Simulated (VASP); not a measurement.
Here is a VASP 6.6.1 calculation.

Contents of INCAR:

```
PREC     = Accurate       # precision mode
ENCUT    = 520            # plane-wave cutoff, eV
EDIFF    = 1E-7           # SCF threshold, eV
ISMEAR   = 0              # smearing method
SIGMA    = 0.02           # smearing width, eV
LREAL    = F              # projectors in reciprocal space
LASPH    = T              # aspherical terms in the spheres
NELM     = 60             # most SCF steps
ALGO     = Normal         # electronic algorithm
ISIF     = 2              # what is computed and relaxed
LWAVE    = F              # write WAVECAR
LCHARG   = F              # write CHGCAR
GGA      = PS             # functional
NBANDS   = 16             # bands
```

The input KPOINTS:

```
Automatic mesh
0
Gamma
  6 6 8
```

The input POSCAR:

```
HBr
1.0
    5.5276015246      0.0000000000      0.0000000000
    0.0000000000      5.5276015246      0.0000000000
    0.0000000000      0.0000000000      3.3434361323
H Br
2 2
Direct
    0.0000000000      0.0000000000      0.0000000000
    0.5000000000      0.5000000000      0.5000000000
    0.0000000000      0.0000000000      0.5000000000
    0.5000000000      0.5000000000      0.0000000000
```

Potentials or basis: VASP PAW PBE potentials, release 64 (H, Br).

Command:

```console
$ cat potpaw_PBE.64/H/POTCAR potpaw_PBE.64/Br/POTCAR > POTCAR
$ mpirun -np 1 vasp_std > vasp.out
```

(1) What does it give for the band gap on the k mesh?

(2) Estimate the pressure.

Results:

(1) 1.45 eV.

(2) 0.0 GPa.

Caveat: the cell differs from its parent crystal (biaxial strain in the a-b plane: +1.5 %, then relaxed in part); the PAW data sets were made with another functional, which shifts forces and pressure a little.
